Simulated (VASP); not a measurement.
# GaN (F-43m) in VASP: further runs

Runs on GaN. Level: PBE. Tasks: single point, relaxation of cell and atoms.

All numbers are computed with VASP 6.6.1; they aren't measurements. Logs are shortened: lines on timing, memory, paths and dates and some standing lists are left out, and cuts for length are marked.

## 1. The cell of the first run

It takes space group F-43m (No. 216, cubic). Conventional cell: a = 4.548 Å, b = 4.548 Å, c = 4.548 Å, α = 90.00°, β = 90.00°, γ = 90.00°. Ga (site symmetry -43m) has 4 N at 1.97 Å within 2.6 Å. Within 2.6 Å of N (site symmetry -43m) lie 4 Ga at 1.97 Å.

## 2. Single point, PBE

INCAR

```
PREC = Accurate
ENCUT = 520
EDIFF = 1E-6
ISMEAR = 0
SIGMA = 0.05
LREAL = F
LASPH = T
NELM = 60
ALGO = Normal
ISIF = 2
LWAVE = F
LCHARG = F
GGA = PE
NBANDS = 16
```

KPOINTS

```
regular mesh
0
Gamma
  10 10 10
```

POSCAR

```
GaN
1.0
    0.0000000000      2.2742384928      2.2742384928
    2.2742384928      0.0000000000      2.2742384928
    2.2742384928      2.2742384928      0.0000000000
Ga N
1 1
Direct
    0.0000000000      0.0000000000      0.0000000000
    0.7500000000      0.7500000000      0.7500000000
```

Potentials or basis: VASP PAW PBE potentials, release 64 (Ga_d, N).

Launch:

```
> cat potpaw_PBE.64/Ga_d/POTCAR potpaw_PBE.64/N/POTCAR > POTCAR
> mpirun -np 1 vasp_std > vasp.out
```

OUTCAR:

```text
PREC = Accurate
   ENCUT = 520
   EDIFF = 1E-6
   ISMEAR = 0
   LREAL = F
   LASPH = T
   NELM = 60
   ISIF = 2
   GGA = PE

 ion  position               nearest neighbor table
   1  0.000  0.000  0.000-   2 1.97   2 1.97   2 1.97   2 1.97
   2  0.750  0.750  0.750-   1 1.97   1 1.97   1 1.97   1 1.97

  LATTYP: Found a face centered cubic cell.
 ALAT       =     4.5484769856

  Lattice vectors:

 A1 = (   0.0000000000,   2.2742384928,   2.2742384928)
 A2 = (   2.2742384928,   0.0000000000,   2.2742384928)
 A3 = (   2.2742384928,   2.2742384928,   0.0000000000)

Analysis of symmetry for initial positions (statically):
=====================================================================
 Subroutine PRICEL returns:
 Original cell was already a primitive cell.

 Routine SETGRP: Setting up the symmetry group for a
 face centered cubic supercell.

 Subroutine GETGRP returns: Found 24 space group operations
 (whereof 24 operations were pure point group operations)
 out of a pool of 48 trial point group operations.

The static configuration has the point symmetry T_d .

Analysis of symmetry for dynamics (positions and initial velocities):
=====================================================================
 Subroutine PRICEL returns:
 Original cell was already a primitive cell.

 Routine SETGRP: Setting up the symmetry group for a
 face centered cubic supercell.

 Subroutine GETGRP returns: Found 24 space group operations
 (whereof 24 operations were pure point group operations)
 out of a pool of 48 trial point group operations.

The dynamic configuration has the point symmetry T_d .

 Subroutine INISYM returns: Found 24 space group operations
 (whereof 24 operations are pure point group operations),
 and found     1 'primitive' translations

----------------------------------------------------------------------------------------

                                     Primitive cell

  volume of cell :      23.5255

  direct lattice vectors                    reciprocal lattice vectors
     0.000000000  2.274238493  2.274238493    -0.219853811  0.219853811  0.219853811
     2.274238493  0.000000000  2.274238493     0.219853811 -0.219853811  0.219853811
     2.274238493  2.274238493  0.000000000     0.219853811  0.219853811 -0.219853811

  length of vectors
     3.216258921  3.216258921  3.216258921     0.380797971  0.380797971  0.380797971

  position of ions in fractional coordinates (direct lattice)
     0.000000000  0.000000000  0.000000000
     0.750000000  0.750000000  0.750000000

[... 76 lines left out ...]
   EDIFF  = 0.1E-05   stopping-criterion for ELM
   LREAL  =      F    real-space projection
   EDIFFG = 0.1E-04   stopping-criterion for IOM
   NSW    =      0    number of steps for IOM
   IBRION =     -1    ionic relax: 0-MD 1-quasi-New 2-CG
   NFREE  =      0    steps in history (QN), initial steepest desc. (CG)
   ISIF   =      2    stress and relaxation
   ISYM   =      2    0-nonsym 1-usesym 2-fastsym
   POTIM  = 0.5000    time-step for ionic-motion
   TEBEG  =    0.0;   TEEND  =   0.0 temperature during run
   PSTRESS=    0.0 pullay stress
   NELECT =      18.0000    total number of electrons
   NUPDOWN=      -1.0000    fix difference up-down
   EMIN   =  10.00;   EMAX   =-10.00  energy-range for DOS
   EFERMI =   0.00;   METHOD = LEGACY
   ISMEAR =     0;   SIGMA  =   0.05  broadening in eV -4-tet -1-fermi 0-gaus
   EFERMI_NEDOS =   21; number of points for ismear=-14 and -15
   IALGO  =     38    algorithm
   IMIX   =      4    mixing-type and parameters
     AMIX     =   0.40;   BMIX     =  1.00
     AMIX_MAG =   1.60;   BMIX_MAG =  1.00
  volume/ion in A,a.u.               =      11.76        79.38
  Fermi-wavevector in a.u.,A,eV,Ry     =   1.497337  2.829557 30.504523  2.242019
  Thomas-Fermi vector in A             =   2.609238
   LORBIT       =      0    0 simple, 1 ext, 2 COOP (PROOUT), +10 PAW based schemes
   GGA     = PE    functional components
   LHFCALC =     F    Hartree Fock is set to
   AEXX    =    0.0000 exact exchange contribution
   IVDW    =     0    specifies the selected vdW correction
   LEPSILON=     F    determine dielectric tensor
   LRPA    =     F    only Hartree local field effects (RPA)
 non-spin polarized calculation
 Gauss-broadening in eV      SIGMA  =   0.05
  energy-cutoff  :      520.00
  volume of cell :       23.53
 maximum number of plane-waves:       644
   NGX = 11   NGY = 11   NGZ = 11

 number of electron      17.9999986 magnetization

 Free energy of the ion-electron system (eV)
  ---------------------------------------------------
  ext. energy  EPLUGINS =         0.00000000
  ---------------------------------------------------
  free energy    TOTEN  =       -12.15355513 eV

  energy without entropy =      -12.15355513  energy(sigma->0) =      -12.15355513

 E-fermi :   5.2241     XC(G=0): -11.5207

 val. band max:        4.9868809813   @ k =   0.0000   0.0000   0.0000
 cond. band min:       6.5339486853   @ k =   0.0000   0.0000   0.0000
 fundamental gap:      1.5470677040
 Fermi energy:         5.2241199144

 k-point     1 :       0.0000    0.0000    0.0000
  band No.  band energies     occupation
      1     -10.7158      2.00000
      2      -8.4356      2.00000
      3      -8.4356      2.00000
      4      -8.4356      2.00000
      5      -8.1428      2.00000
      6      -8.1428      2.00000
[... 433 lines left out ...]
      3      -8.2292      2.00000
      4      -8.2291      2.00000
      5      -8.0869      2.00000
      6      -7.1857      2.00000
[... 8 lines left out ...]
     15      26.8470      0.00000
     16      27.1165      0.00000

 [... further k-points ...]

------------------------ aborting loop because EDIFF is reached ----------------------------------------

  FORCE on cell =-STRESS in cart. coord.  units (eV):
  Direction    XX          YY          ZZ          XY          YZ          ZX
  --------------------------------------------------------------------------------------
  -------------------------------------------------------------------------------------
  Total        0.0158112      0.0158112      0.0158112     -0.0000000      0.0000000     -0.0000000
  in kB        1.0768077      1.0768077      1.0768077     -0.0000000      0.0000000     -0.0000000
  external PRESSURE =       1.0768077 kB  Pullay stress =       0.0000000 kB

 VOLUME and BASIS-vectors are now :
 -----------------------------------------------------------------------------
  energy-cutoff  :      520.00
  volume of cell :       23.53
      direct lattice vectors                 reciprocal lattice vectors
     0.000000000  2.274238493  2.274238493    -0.219853811  0.219853811  0.219853811
     2.274238493  0.000000000  2.274238493     0.219853811 -0.219853811  0.219853811
     2.274238493  2.274238493  0.000000000     0.219853811  0.219853811 -0.219853811

 POSITION                                       TOTAL-FORCE (eV/Angst)
 -----------------------------------------------------------------------------------
      0.00000      0.00000      0.00000         0.000000     -0.000000     -0.000000
      3.41136      3.41136      3.41136        -0.000000      0.000000      0.000000
 -----------------------------------------------------------------------------------
    total drift:                               -0.000002     -0.000002     -0.000001

  FREE ENERGIE OF THE ION-ELECTRON SYSTEM (eV)
  ---------------------------------------------------
  free  energy   TOTEN  =       -12.1535551320 eV

  energy  without entropy=      -12.1535551320  energy(sigma->0) =      -12.15355513
```

Run time: 34 s. Hardware: 1 thread of Intel Xeon 8259CL, shared host; peak memory 0.15 GiB.

What came out:

* Free energy: -12.1536 eV
* Pressure: 0.1 GPa
* Band gap on the k mesh: 1.55 eV, direct

Levels at points of the mesh, in eV from the valence-band top:
```
           k point  band 5  band 6  band 7  band 8  band 9  band 10  band 11  band 12  band 13  band 14
(0.00, 0.00, 0.00)  -13.13  -13.13    0.00    0.00    0.00     1.55    10.13    10.13    10.13    17.23
(0.50, 0.00, 0.00)  -13.09  -11.88   -6.86   -0.93   -0.93     4.45     8.59    10.22    10.22    15.40
(0.50, 0.50, 0.00)  -13.06  -11.45   -6.01   -2.61   -2.61     3.34     6.50    11.52    13.67    13.67
```

## 3. Single point, PBE

This run uses another cell than the first one, of 10.00 Å³/atom, 0.850 times its volume.

INCAR

```
PREC     = Accurate       # precision mode
ENCUT    = 520            # plane-wave cutoff, eV
EDIFF    = 1E-7           # SCF threshold, eV
ISMEAR   = 0              # smearing method
SIGMA    = 0.02           # smearing width, eV
LREAL    = False          # projectors in reciprocal space
LASPH    = True           # aspherical terms in the spheres
NELM     = 80             # most SCF steps
ALGO     = Normal         # electronic algorithm
ISIF     = 2              # what is computed and relaxed
LWAVE    = False          # write WAVECAR
LCHARG   = False          # write CHGCAR
GGA      = PE             # functional
NBANDS   = 16             # bands
```

KPOINTS

```
regular mesh
0
Gamma
  12 12 12
```

POSCAR

```
GaN
1.0
    0.0000000000      2.1540828556      2.1540828556
    2.1540828556      0.0000000000      2.1540828556
    2.1540828556      2.1540828556      0.0000000000
Ga N
1 1
Direct
    0.0000000000      0.0000000000      0.0000000000
    0.7500000000      0.7500000000      0.7500000000
```

Potentials or basis: VASP PAW PBE potentials, release 64 (Ga_d, N).

Launch:

```
> cat potpaw_PBE.64/Ga_d/POTCAR potpaw_PBE.64/N/POTCAR > POTCAR
> mpirun -np 1 vasp_std > vasp.out
```

OUTCAR:

```text
PREC = Accurate
   ENCUT = 520
   EDIFF = 1E-7
   ISMEAR = 0
   LREAL = False
   LASPH = True
   NELM = 80
   ISIF = 2
   GGA = PE

 ion  position               nearest neighbor table
   1  0.000  0.000  0.000-   2 1.87   2 1.87   2 1.87   2 1.87
   2  0.750  0.750  0.750-   1 1.87   1 1.87   1 1.87   1 1.87

  LATTYP: Found a face centered cubic cell.
 ALAT       =     4.3081657112

  Lattice vectors:

 A1 = (   0.0000000000,   2.1540828556,   2.1540828556)
 A2 = (   2.1540828556,   0.0000000000,   2.1540828556)
 A3 = (   2.1540828556,   2.1540828556,   0.0000000000)

Analysis of symmetry for initial positions (statically):
=====================================================================
 Subroutine PRICEL returns:
 Original cell was already a primitive cell.

 Routine SETGRP: Setting up the symmetry group for a
 face centered cubic supercell.

 Subroutine GETGRP returns: Found 24 space group operations
 (whereof 24 operations were pure point group operations)
 out of a pool of 48 trial point group operations.

The static configuration has the point symmetry T_d .

Analysis of symmetry for dynamics (positions and initial velocities):
=====================================================================
 Subroutine PRICEL returns:
 Original cell was already a primitive cell.

 Routine SETGRP: Setting up the symmetry group for a
 face centered cubic supercell.

 Subroutine GETGRP returns: Found 24 space group operations
 (whereof 24 operations were pure point group operations)
 out of a pool of 48 trial point group operations.

The dynamic configuration has the point symmetry T_d .

 Subroutine INISYM returns: Found 24 space group operations
 (whereof 24 operations are pure point group operations),
 and found     1 'primitive' translations

----------------------------------------------------------------------------------------

                                     Primitive cell

  volume of cell :      19.9902

  direct lattice vectors                    reciprocal lattice vectors
     0.000000000  2.154082856  2.154082856    -0.232117348  0.232117348  0.232117348
     2.154082856  0.000000000  2.154082856     0.232117348 -0.232117348  0.232117348
     2.154082856  2.154082856  0.000000000     0.232117348  0.232117348 -0.232117348

  length of vectors
     3.046333189  3.046333189  3.046333189     0.402039040  0.402039040  0.402039040

  position of ions in fractional coordinates (direct lattice)
     0.000000000  0.000000000  0.000000000
     0.750000000  0.750000000  0.750000000

  ion indices of the primitive-cell ions
   primitive index   ion index
                 1           1
                 2           2

----------------------------------------------------------------------------------------

 KPOINTS: regular mesh

Automatic generation of k-mesh.
 Grid dimensions read from file:
 generate k-points for:   12   12   12

 Generating k-lattice:

  Cartesian coordinates                     Fractional coordinates (reciprocal lattice)
    -0.019343112  0.019343112  0.019343112     0.083333333  0.000000000  0.000000000
     0.019343112 -0.019343112  0.019343112     0.000000000  0.083333333  0.000000000
     0.019343112  0.019343112 -0.019343112     0.000000000  0.000000000  0.083333333

  Length of vectors
     0.033503253  0.033503253  0.033503253

  Shift w.r.t. Gamma in fractional coordinates (k-lattice)
     0.000000000  0.000000000  0.000000000

 Subroutine IBZKPT returns following result:
 ===========================================

 Found     72 irreducible k-points:

 Following reciprocal coordinates:
            Coordinates               Weight
  0.000000  0.000000  0.000000      1.000000
  0.083333  0.000000  0.000000      8.000000
  0.166667  0.000000  0.000000      8.000000
  0.250000  0.000000  0.000000      8.000000
  0.333333  0.000000  0.000000      8.000000
  0.416667  0.000000  0.000000      8.000000
[... 16 lines left out ...]
  0.500000  0.166667  0.000000     24.000000
 -0.416667  0.166667  0.000000     24.000000
 [... further k-points ...]
   k-points           NKPTS =     72   k-points in BZ     NKDIM =     72   number of bands    NBANDS=     16
   number of dos      NEDOS =    301   number of ions     NIONS =      2
   total plane-waves  NPLWV =  13824
   dimension x,y,z NGX =    24 NGY =   24 NGZ =   24
   dimension x,y,z NGXF=    48 NGYF=   48 NGZF=   48
   ions per type =               1   1
   NGX,Y,Z   is equivalent  to a cutoff of  13.10, 13.10, 13.10 a.u.
   NGXF,Y,Z  is equivalent  to a cutoff of  26.19, 26.19, 26.19 a.u.
 SYSTEM =  unknown system
   PREC   = accura    normal or accurate (medium, high low for compatibility)
   ISTART =      0    job   : 0-new  1-cont  2-samecut
   ICHARG =      2    charge: 1-file 2-atom 10-const
   ISPIN  =      1    spin polarized calculation?
   LNONCOLLINEAR =      F non collinear calculations
   LSORBIT =      F    spin-orbit coupling
   LASPH  =      T    aspherical Exc in radial PAW
   ENCUT  =  520.0 eV  38.22 Ry    6.18 a.u.   5.66  5.66  5.66*2*pi/ulx,y,z
   NELM   =     80;   NELMIN=  2; NELMDL= -5     # of ELM steps
   EDIFF  = 0.1E-06   stopping-criterion for ELM
   LREAL  =      F    real-space projection
   EDIFFG = 0.1E-05   stopping-criterion for IOM
   NSW    =      0    number of steps for IOM
   IBRION =     -1    ionic relax: 0-MD 1-quasi-New 2-CG
   NFREE  =      0    steps in history (QN), initial steepest desc. (CG)
   ISIF   =      2    stress and relaxation
   ISYM   =      2    0-nonsym 1-usesym 2-fastsym
   POTIM  = 0.5000    time-step for ionic-motion
   TEBEG  =    0.0;   TEEND  =   0.0 temperature during run
   PSTRESS=    0.0 pullay stress
   NELECT =      18.0000    total number of electrons
   NUPDOWN=      -1.0000    fix difference up-down
   EMIN   =  10.00;   EMAX   =-10.00  energy-range for DOS
   EFERMI =   0.00;   METHOD = LEGACY
   ISMEAR =     0;   SIGMA  =   0.02  broadening in eV -4-tet -1-fermi 0-gaus
   EFERMI_NEDOS =   21; number of points for ismear=-14 and -15
   IALGO  =     38    algorithm
   IMIX   =      4    mixing-type and parameters
     AMIX     =   0.40;   BMIX     =  1.00
     AMIX_MAG =   1.60;   BMIX_MAG =  1.00
  volume/ion in A,a.u.               =      10.00        67.45
  Fermi-wavevector in a.u.,A,eV,Ry     =   1.580859  2.987391 34.002546  2.499117
  Thomas-Fermi vector in A             =   2.681023
   LORBIT       =      0    0 simple, 1 ext, 2 COOP (PROOUT), +10 PAW based schemes
   GGA     = PE    functional components
   LHFCALC =     F    Hartree Fock is set to
   AEXX    =    0.0000 exact exchange contribution
   IVDW    =     0    specifies the selected vdW correction
   LEPSILON=     F    determine dielectric tensor
   LRPA    =     F    only Hartree local field effects (RPA)
 non-spin polarized calculation
 Gauss-broadening in eV      SIGMA  =   0.02
  energy-cutoff  :      520.00
  volume of cell :       19.99
 maximum number of plane-waves:       552
   NGX = 11   NGY = 11   NGZ = 11

 number of electron      17.9999994 magnetization

 Free energy of the ion-electron system (eV)
  ---------------------------------------------------
  ext. energy  EPLUGINS =         0.00000000
  ---------------------------------------------------
  free energy    TOTEN  =       -11.77086907 eV

  energy without entropy =      -11.77086907  energy(sigma->0) =      -11.77086907

 E-fermi :   7.0211     XC(G=0): -12.4107

 val. band max:        6.8725837536   @ k =   0.0000   0.0000   0.0000
 cond. band min:       9.4694726285   @ k =   0.0000   0.0000   0.0000
 fundamental gap:      2.5968888749
 Fermi energy:         7.0210550706

 k-point     1 :       0.0000    0.0000    0.0000
  band No.  band energies     occupation
      1     -10.3224      2.00000
      2      -6.7687      2.00000
      3      -6.7687      2.00000
      4      -6.7687      2.00000
      5      -6.2842      2.00000
      6      -6.2842      2.00000
[... 8 lines left out ...]
     15      26.7713      0.00000
     16      26.7713      0.00000

 k-point     2 :       0.0833    0.0000    0.0000
  band No.  band energies     occupation
      1     -10.2241      2.00000
      2      -6.7546      2.00000
      3      -6.7546      2.00000
      4      -6.7489      2.00000
      5      -6.2859      2.00000
      6      -6.2859      2.00000
[... 8 lines left out ...]
     15      25.6209      0.00000
     16      25.7051      0.00000
[... 387 lines left out ...]
      5      -6.2128      2.00000
      6      -4.9609      2.00000
[... 8 lines left out ...]
     15      27.7365      0.00000
     16      28.9352      0.00000

 k-point    24 :      -0.4167    0.1667    0.0000
  band No.  band energies     occupation
      1      -8.8750      2.00000
      2      -6.6330      2.00000
      3      -6.5624      2.00000
      4      -6.2927      2.00000
      5      -6.2391      2.00000
      6      -4.8299      2.00000
[... 8 lines left out ...]
     15      27.1404      0.00000
     16      27.9657      0.00000

 [... further k-points ...]
[... 5 lines left out ...]
  --------------------------------------------------------------------------------------
  -------------------------------------------------------------------------------------
  Total        4.9598344      4.9598344      4.9598344      0.0000000     -0.0000000      0.0000000
  in kB      397.5214321    397.5214321    397.5214321      0.0000000     -0.0000000      0.0000000
  external PRESSURE =     397.5214321 kB  Pullay stress =       0.0000000 kB

 VOLUME and BASIS-vectors are now :
 -----------------------------------------------------------------------------
  energy-cutoff  :      520.00
  volume of cell :       19.99
      direct lattice vectors                 reciprocal lattice vectors
     0.000000000  2.154082856  2.154082856    -0.232117348  0.232117348  0.232117348
     2.154082856  0.000000000  2.154082856     0.232117348 -0.232117348  0.232117348
     2.154082856  2.154082856  0.000000000     0.232117348  0.232117348 -0.232117348

 POSITION                                       TOTAL-FORCE (eV/Angst)
 -----------------------------------------------------------------------------------
      0.00000      0.00000      0.00000        -0.000000     -0.000000      0.000000
      3.23112      3.23112      3.23112         0.000000      0.000000     -0.000000
 -----------------------------------------------------------------------------------
    total drift:                               -0.000003     -0.000003     -0.000003

  FREE ENERGIE OF THE ION-ELECTRON SYSTEM (eV)
  ---------------------------------------------------
  free  energy   TOTEN  =       -11.7708690715 eV

  energy  without entropy=      -11.7708690715  energy(sigma->0) =      -11.77086907
```

It took 50 s on 1 thread of Intel Xeon 8259CL, shared host; peak memory 0.15 GiB.

Results:

```
Free energy            : -11.7709 eV
Pressure               : 39.8 GPa
Band gap on the k mesh : 2.60 eV, direct
```

(Part 1 of 2 ends here.)
